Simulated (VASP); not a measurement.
BeOs3, 4 atoms in the cell. Symmetry: Pm-3m, No. 221, cubic system. The conventional cell has a = 3.770 Å, b = 3.770 Å, c = 3.770 Å, α = 90.00°, β = 90.00°, γ = 90.00°. Within 3.5 Å of Be (site symmetry m-3m) lie 12 Os at 2.67 Å. Within 3.5 Å of Os (site symmetry 4/mmm) lie 4 Be at 2.67 Å and 8 Os at 2.67 Å. 

| Quantity | Value |
| --- | --- |
| Program | VASP 6.6.1 |
| Task | relaxation of cell and atoms |
| Functional | PBE |
| Potentials or basis | VASP PAW PBE potentials, release 64 (Be, Os) |
| Cutoff | 600 eV |
| k mesh | 12 × 12 × 12 |
| Occupations | gaussian, width 0.1 eV |
| Spin | no spin polarisation |
| Dipole correction | no |
| Further INCAR settings | ALGO = Normal; EDIFF = 1e-06; IBRION = 2; EDIFFG = -0.01; NSW = 100; ISIF = 3 |

Potentials or basis: VASP PAW PBE potentials, release 64 (Be, Os).

Run with:

```console
$ cat potpaw_PBE.64/Be/POTCAR potpaw_PBE.64/Os/POTCAR > POTCAR
$ mpirun -np 1 vasp_std > vasp.out
```

Hardware: 1 thread of Intel Xeon 6975P-C (shared host).

Task: How long does it take, and how much memory?

Result: Run time: 44 s on 1 thread of Intel Xeon 6975P-C, with other jobs on the host, peak memory 0.23 GiB. Counts: scf iterations 12, k points 84, ion steps 1.
